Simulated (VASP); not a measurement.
# TePb (P6_3/mmc) in VASP: notebook, part 2 of 2

VASP 6.6.1. Earlier steps stand in the parts before.

## 3. Single point, PBEsol

Contents of INCAR:

```
PREC = Accurate
ENCUT = 520
EDIFF = 1E-7
ISMEAR = 1
SIGMA = 0.001
LREAL = False
LASPH = True
NELM = 100
ALGO = Normal
ISIF = 2
LWAVE = False
LCHARG = False
GGA = PS
NBANDS = 28
```

Contents of KPOINTS:

```
regular mesh
0
Gamma
  6 6 2
```

Contents of POSCAR:

```
TePb
1.0
    4.5439515437      0.0000000000      0.0000000000
   -2.2719757718      3.9351774704      0.0000000000
    0.0000000000      0.0000000000      7.9257636037
Pb Te
2 2
Direct
    0.0000000000      0.0000000000      0.0000000000
    0.0000000000      0.0000000000      0.5000000000
    0.3333333333      0.6666666667      0.2500000000
    0.6666666667      0.3333333333      0.7500000000
```

Potentials or basis: VASP PAW PBE potentials, release 64 (Pb_d, Te).

Command:

```sh
$ cat potpaw_PBE.64/Pb_d/POTCAR potpaw_PBE.64/Te/POTCAR > POTCAR
$ mpirun -np 1 vasp_std > vasp.out
```

OUTCAR:

```text
PREC = Accurate
   ENCUT = 520
   EDIFF = 1E-7
   ISMEAR = 1
   LREAL = False
   LASPH = True
   NELM = 100
   ISIF = 2
   GGA = PS

 ion  position               nearest neighbor table
   1  0.000  0.000  0.000-   3 3.29   4 3.29   3 3.29   4 3.29   4 3.29   3 3.29   2 3.96   2 3.96

   2  0.000  0.000  0.500-   3 3.29   4 3.29   3 3.29   4 3.29   4 3.29   3 3.29   1 3.96   1 3.96

   3  0.333  0.667  0.250-   1 3.29   2 3.29   1 3.29   2 3.29   1 3.29   2 3.29
   4  0.667  0.333  0.750-   1 3.29   2 3.29   1 3.29   2 3.29   1 3.29   2 3.29

  LATTYP: Found a hexagonal cell.
 ALAT       =     4.5439515437
 C/A-ratio  =     1.7442447455

  Lattice vectors:

 A1 = (   4.5439515437,   0.0000000000,   0.0000000000)
 A2 = (  -2.2719757718,   3.9351774704,   0.0000000000)
 A3 = (   0.0000000000,   0.0000000000,   7.9257636037)

Analysis of symmetry for initial positions (statically):
=====================================================================
 Subroutine PRICEL returns:
 Original cell was already a primitive cell.

 Routine SETGRP: Setting up the symmetry group for a
 hexagonal supercell.

 Subroutine GETGRP returns: Found 24 space group operations
 (whereof 12 operations were pure point group operations)
 out of a pool of 24 trial point group operations.

The static configuration has the point symmetry D_3d.
 The point group associated with its full space group is D_6h.

Analysis of symmetry for dynamics (positions and initial velocities):
=====================================================================
 Subroutine PRICEL returns:
 Original cell was already a primitive cell.

 Routine SETGRP: Setting up the symmetry group for a
 hexagonal supercell.

 Subroutine GETGRP returns: Found 24 space group operations
 (whereof 12 operations were pure point group operations)
 out of a pool of 24 trial point group operations.

The dynamic configuration has the point symmetry D_3d.
 The point group associated with its full space group is D_6h.
[... 110 lines left out ...]
   IMIX   =      4    mixing-type and parameters
     AMIX     =   0.40;   BMIX     =  1.00
     AMIX_MAG =   1.60;   BMIX_MAG =  1.00
  volume/ion in A,a.u.               =      35.43       239.10
  Fermi-wavevector in a.u.,A,eV,Ry     =   1.073862  2.029305 15.689959  1.153179
  Thomas-Fermi vector in A             =   2.209674
   LORBIT       =      0    0 simple, 1 ext, 2 COOP (PROOUT), +10 PAW based schemes
   GGA     = PS    functional components
   LHFCALC =     F    Hartree Fock is set to
   AEXX    =    0.0000 exact exchange contribution
   IVDW    =     0    specifies the selected vdW correction
   LEPSILON=     F    determine dielectric tensor
   LRPA    =     F    only Hartree local field effects (RPA)
 non-spin polarized calculation
 Methfessel and Paxton  Order N= 1 SIGMA  =   0.00
  energy-cutoff  :      520.00
  volume of cell :      141.72
 maximum number of plane-waves:      3846
 NGX is ok and might be reduce to    36
   NGX = 17   NGY = 17   NGZ = 29

 number of electron      40.0000007 magnetization

 Free energy of the ion-electron system (eV)
  ---------------------------------------------------
  ext. energy  EPLUGINS =         0.00000000
  ---------------------------------------------------
  free energy    TOTEN  =       -16.28732814 eV

  energy without entropy =      -16.28732031  energy(sigma->0) =      -16.28732553

 E-fermi :   5.4536     XC(G=0):  -9.2365

 val. band max:        5.4536464931   @ k =   0.3333   0.3333   0.0000
 cond. band min:       5.5314201658   @ k =   0.5000  -0.0000   0.0000
 fundamental gap:      0.0777736727
 Fermi energy:         5.4536464931

 k-point     1 :       0.0000    0.0000    0.0000
  band No.  band energies     occupation
      1     -11.7527      2.00000
      2     -11.7402      2.00000
      3     -11.7402      2.00000
      4     -11.7274      2.00000
      5     -11.7274      2.00000
      6     -11.7163      2.00000
[... 423 lines left out ...]
     27      11.4913      0.00000
     28      11.4913      0.00000

------------------------ aborting loop because EDIFF is reached ----------------------------------------

  FORCE on cell =-STRESS in cart. coord.  units (eV):
  Direction    XX          YY          ZZ          XY          YZ          ZX
  --------------------------------------------------------------------------------------
  -------------------------------------------------------------------------------------
  Total       -1.1593533     -1.1593533     -1.9201852     -0.0000000     -0.0000000     -0.0000000
  in kB      -13.1065154    -13.1065154    -21.7077384     -0.0000000     -0.0000000     -0.0000000
  external PRESSURE =     -15.9735897 kB  Pullay stress =       0.0000000 kB

 VOLUME and BASIS-vectors are now :
 -----------------------------------------------------------------------------
  energy-cutoff  :      520.00
  volume of cell :      141.72
      direct lattice vectors                 reciprocal lattice vectors
     4.543951544  0.000000000  0.000000000     0.220072769  0.127059073  0.000000000
    -2.271975772  3.935177470  0.000000000     0.000000000  0.254118145  0.000000000
     0.000000000  0.000000000  7.925763604     0.000000000  0.000000000  0.126170808

 POSITION                                       TOTAL-FORCE (eV/Angst)
 -----------------------------------------------------------------------------------
      0.00000      0.00000      0.00000        -0.000000      0.000000      0.000000
      0.00000      0.00000      3.96288        -0.000000      0.000000      0.000000
     -0.00000      2.62345      1.98144         0.000000      0.000000      0.000000
      2.27198      1.31173      5.94432        -0.000000      0.000000     -0.000000
 -----------------------------------------------------------------------------------
    total drift:                               -0.000000      0.000000     -0.000000

  FREE ENERGIE OF THE ION-ELECTRON SYSTEM (eV)
  ---------------------------------------------------
  free  energy   TOTEN  =       -16.2873281431 eV

  energy  without entropy=      -16.2873203071  energy(sigma->0) =      -16.28732553
```

OSZICAR:

```text
N       E                     dE             d eps       ncg     rms          rms(c)
DAV:   1     0.378831877786E+03    0.37883E+03   -0.17620E+04   784   0.139E+03
DAV:   2     0.209337170855E+02   -0.35790E+03   -0.34816E+03   796   0.366E+02
DAV:   3    -0.150357249708E+02   -0.35969E+02   -0.35226E+02  1032   0.137E+02
DAV:   4    -0.165132116849E+02   -0.14775E+01   -0.14744E+01   940   0.306E+01
DAV:   5    -0.165884303120E+02   -0.75219E-01   -0.75213E-01  1016   0.671E+00    0.428E+00
DAV:   6    -0.162999711494E+02    0.28846E+00   -0.57836E-01  1076   0.475E+00    0.272E+00
DAV:   7    -0.162892318779E+02    0.10739E-01   -0.21492E-01   996   0.193E+00    0.116E+00
DAV:   8    -0.162880504224E+02    0.11815E-02   -0.41015E-02   932   0.150E+00    0.483E-01
DAV:   9    -0.162880117172E+02    0.38705E-04   -0.11396E-02  1004   0.821E-01    0.311E-01
DAV:  10    -0.162874130017E+02    0.59872E-03   -0.15303E-03   944   0.321E-01    0.686E-02
DAV:  11    -0.162873353135E+02    0.77688E-04   -0.46723E-04   976   0.105E-01    0.526E-02
DAV:  12    -0.162873388145E+02   -0.35010E-05   -0.25214E-05   888   0.264E-02    0.486E-02
DAV:  13    -0.162873377327E+02    0.10818E-05   -0.51372E-06   936   0.190E-02    0.278E-02
DAV:  14    -0.162873274723E+02    0.10260E-04   -0.43996E-05   996   0.340E-02    0.389E-02
DAV:  15    -0.162873281021E+02   -0.62979E-06   -0.56950E-06   844   0.143E-02    0.127E-02
DAV:  16    -0.162873281431E+02   -0.41020E-07   -0.12017E-07   568   0.302E-03
   1 F= -.16287328E+02 E0= -.16287326E+02  d E =-.783597E-05
```

stdout:

```text
POSCAR found type information on POSCAR PbTe
 POSCAR found :  2 types and       4 ions
 scaLAPACK will be used
 -----------------------------------------------------------------------------
|                                                                             |
|                                                                             |
|     You enforced a specific xc type in the INCAR file but a different       |
|     I HOPE YOU KNOW WHAT YOU ARE DOING!                                     |
|                                                                             |
 -----------------------------------------------------------------------------

 LDA part: xc-table for (Slater+PW92), standard interpolation
 POSCAR, INCAR and KPOINTS ok, starting setup
 FFT: planning ... GRIDC
 FFT: planning ... GRID_SOFT
 FFT: planning ... GRID
 WAVECAR not read
 entering main loop
```

Wall time 51 s (1 thread of Intel Xeon Platinum 8259CL at 2.50GHz (Skylake/Cascade Lake), shared host); peak memory 0.27 GiB.

Results:

```
Free energy            : -16.2873 eV
Pressure               : -1.6 GPa
Band gap on the k mesh : zero (band 20 reaches 5.45 eV, above the bottom of band 21 at 5.44 eV)
```

Caveat: the k points lie up to 0.40 Å⁻¹ apart; the PAW data sets were made with another functional, which shifts forces and pressure a little; spin-orbit coupling is left out, which moves the levels of the heavy elements.

## 4. Single point, PBEsol, collinear spin, zero start

Contents of INCAR:

```
SYSTEM = TePb
PREC = Accurate
ENCUT = 520
EDIFF = 1E-7
ISMEAR = -1
SIGMA = 0.02
LREAL = .FALSE.
LASPH = .TRUE.
NELM = 150
ALGO = Normal
ISIF = 2
LWAVE = .FALSE.
LCHARG = .FALSE.
ISPIN = 2
MAGMOM = 0 0 0 0
LORBIT = 11
GGA = PS
NBANDS = 32
```

Contents of KPOINTS:

```
regular mesh
0
G
  6 6 2
  0 0 0
```

POSCAR is that of step 3.

Potentials or basis: VASP PAW PBE potentials, release 64 (Pb_d, Te).

Command:

```sh
$ cat potpaw_PBE.64/Pb_d/POTCAR potpaw_PBE.64/Te/POTCAR > POTCAR
$ mpirun -np 1 vasp_std > vasp.out
```

OUTCAR:

```text
SYSTEM = TePb
   PREC = Accurate
   ENCUT = 520
   EDIFF = 1E-7
   ISMEAR = -1
   LREAL = .FALSE.
   LASPH = .TRUE.
   NELM = 150
   ISIF = 2
   ISPIN = 2
   LORBIT = 11
   GGA = PS

 ion  position               nearest neighbor table
   1  0.000  0.000  0.000-   3 3.29   4 3.29   3 3.29   4 3.29   4 3.29   3 3.29   2 3.96   2 3.96

   2  0.000  0.000  0.500-   3 3.29   4 3.29   3 3.29   4 3.29   4 3.29   3 3.29   1 3.96   1 3.96

   3  0.333  0.667  0.250-   1 3.29   2 3.29   1 3.29   2 3.29   1 3.29   2 3.29
   4  0.667  0.333  0.750-   1 3.29   2 3.29   1 3.29   2 3.29   1 3.29   2 3.29

  LATTYP: Found a hexagonal cell.
 ALAT       =     4.5439515437
 C/A-ratio  =     1.7442447455

  Lattice vectors:

 A1 = (   4.5439515437,   0.0000000000,   0.0000000000)
 A2 = (  -2.2719757718,   3.9351774704,   0.0000000000)
 A3 = (   0.0000000000,   0.0000000000,   7.9257636037)

Analysis of symmetry for initial positions (statically):
=====================================================================
 Subroutine PRICEL returns:
 Original cell was already a primitive cell.

 Routine SETGRP: Setting up the symmetry group for a
 hexagonal supercell.

 Subroutine GETGRP returns: Found 24 space group operations
 (whereof 12 operations were pure point group operations)
 out of a pool of 24 trial point group operations.

The static configuration has the point symmetry D_3d.
 The point group associated with its full space group is D_6h.

Analysis of symmetry for dynamics (positions and initial velocities):
=====================================================================
 Subroutine PRICEL returns:
 Original cell was already a primitive cell.

 Routine SETGRP: Setting up the symmetry group for a
 hexagonal supercell.

 Subroutine GETGRP returns: Found 24 space group operations
 (whereof 12 operations were pure point group operations)
 out of a pool of 24 trial point group operations.

The dynamic configuration has the point symmetry D_3d.
 The point group associated with its full space group is D_6h.

[... 156 lines left out ...]
 E-fermi :   5.4611     XC(G=0):  -9.2363

 val. band max:        5.4545211740   @ k =   0.3333   0.3333   0.0000
 cond. band min:       5.5312197758   @ k =   0.5000  -0.0000   0.0000
 fundamental gap:      0.0766986017
 Fermi energy:         5.4610783186

 spin component 1

 k-point     1 :       0.0000    0.0000    0.0000
  band No.  band energies     occupation
      1     -11.7546      1.00000
      2     -11.7408      1.00000
      3     -11.7408      1.00000
      4     -11.7277      1.00000
      5     -11.7277      1.00000
      6     -11.7173      1.00000
[... 479 lines left out ...]
     31      15.0109      0.00000
     32      15.0109      0.00000
 Fermi energy:         5.4610783186

 spin component 2

 k-point     1 :       0.0000    0.0000    0.0000
  band No.  band energies     occupation
      1     -11.7546      1.00000
      2     -11.7408      1.00000
      3     -11.7408      1.00000
      4     -11.7276      1.00000
      5     -11.7276      1.00000
      6     -11.7172      1.00000
[... 479 lines left out ...]
     31      15.0109      0.00000
     32      15.0109      0.00000

------------------------ aborting loop because EDIFF is reached ----------------------------------------

  FORCE on cell =-STRESS in cart. coord.  units (eV):
  Direction    XX          YY          ZZ          XY          YZ          ZX
  --------------------------------------------------------------------------------------
  -------------------------------------------------------------------------------------
  Total       -1.1682634     -1.1682634     -1.8596686     -0.0000000      0.0000000      0.0000000
  in kB      -13.2072450    -13.2072450    -21.0235969     -0.0000000      0.0000000      0.0000000
  external PRESSURE =     -15.8126956 kB  Pullay stress =       0.0000000 kB

 VOLUME and BASIS-vectors are now :
 -----------------------------------------------------------------------------
  energy-cutoff  :      520.00
  volume of cell :      141.72
      direct lattice vectors                 reciprocal lattice vectors
     4.543951544  0.000000000  0.000000000     0.220072769  0.127059073  0.000000000
    -2.271975772  3.935177470  0.000000000     0.000000000  0.254118145  0.000000000
     0.000000000  0.000000000  7.925763604     0.000000000  0.000000000  0.126170808

 POSITION                                       TOTAL-FORCE (eV/Angst)
 -----------------------------------------------------------------------------------
      0.00000      0.00000      0.00000         0.000000      0.000000      0.000000
      0.00000      0.00000      3.96288         0.000000      0.000000      0.000000
     -0.00000      2.62345      1.98144         0.000000      0.000000     -0.000000
      2.27198      1.31173      5.94432        -0.000000      0.000000      0.000000
 -----------------------------------------------------------------------------------
    total drift:                                0.000000     -0.000000      0.000000

  FREE ENERGIE OF THE ION-ELECTRON SYSTEM (eV)
  ---------------------------------------------------
  free  energy   TOTEN  =       -16.2883219542 eV

  energy  without entropy=      -16.2870231752  energy(sigma->0) =      -16.28767256

 total charge

# of ion       s       p       d       tot
------------------------------------------
    1        1.456   0.555   9.828  11.840
    2        1.456   0.555   9.828  11.840
    3        1.378   1.974   0.015   3.366
    4        1.378   1.974   0.015   3.366
--------------------------------------------------
tot          5.668   5.058  19.685  30.411

 magnetization (x)

# of ion       s       p       d       tot
------------------------------------------
    1       -0.000  -0.000  -0.000  -0.000
    2       -0.000  -0.000  -0.000  -0.000
    3        0.000   0.000   0.000   0.000
    4        0.000   0.000   0.000   0.000
--------------------------------------------------
tot         -0.000  -0.000  -0.000  -0.000
```

OSZICAR:

```text
N       E                     dE             d eps       ncg     rms          rms(c)
DAV:   1     0.383563507042E+03    0.38356E+03   -0.17192E+04  1792   0.120E+03
DAV:   2     0.198100638638E+02   -0.36375E+03   -0.34853E+03  1872   0.341E+02
DAV:   3    -0.150297564473E+02   -0.34840E+02   -0.34102E+02  2320   0.122E+02
DAV:   4    -0.165192870957E+02   -0.14895E+01   -0.14879E+01  2200   0.272E+01
DAV:   5    -0.165891095596E+02   -0.69822E-01   -0.69820E-01  2688   0.571E+00    0.428E+00
DAV:   6    -0.163006364499E+02    0.28847E+00   -0.51999E-01  2520   0.424E+00    0.276E+00
DAV:   7    -0.162893929112E+02    0.11244E-01   -0.19292E-01  2456   0.162E+00    0.116E+00
DAV:   8    -0.162886993019E+02    0.69361E-03   -0.29690E-02  2192   0.120E+00    0.336E-01
DAV:   9    -0.162886113555E+02    0.87946E-04   -0.61999E-03  2448   0.569E-01    0.172E-01
DAV:  10    -0.162883790753E+02    0.23228E-03   -0.69828E-04  2256   0.189E-01    0.556E-02
DAV:  11    -0.162883188533E+02    0.60222E-04   -0.41643E-04  2480   0.119E-01    0.211E-02
DAV:  12    -0.162883215594E+02   -0.27062E-05   -0.31336E-05  1992   0.208E-02    0.250E-02
DAV:  13    -0.162883216843E+02   -0.12491E-06   -0.87033E-07  2352   0.537E-03    0.265E-02
DAV:  14    -0.162883224041E+02   -0.71979E-06   -0.22918E-06  1688   0.586E-03    0.107E-02
DAV:  15    -0.162883222560E+02    0.14813E-06   -0.53630E-07  1832   0.446E-03    0.656E-03
DAV:  16    -0.162883219842E+02    0.27178E-06   -0.27869E-07  1704   0.275E-03    0.432E-03
DAV:  17    -0.162883219542E+02    0.30001E-07   -0.87186E-08  1072   0.144E-03
   1 F= -.16288322E+02 E0= -.16287673E+02  d E =-.129878E-02  mag=    -0.0000
```

Run time: 1.9 min. Hardware: 1 thread of Intel Xeon Platinum 8259CL at 2.50GHz (Skylake/Cascade Lake), shared host; peak memory 0.37 GiB.

What came out:

```yaml
Free_energy: -16.2883 eV
Pressure: -1.6 GPa
Band_gap_on_the_k_mesh: zero (filled and empty bands overlap)
Net_moment: 0.00 μB per cell
Valence_electrons_inside_the_program's_atomic_spheres: Pb 11.84; Te 3.37
```

Caveat: the k points lie up to 0.40 Å⁻¹ apart; the PAW data sets were made with another functional, which shifts forces and pressure a little; spin-orbit coupling is left out, which moves the levels of the heavy elements.
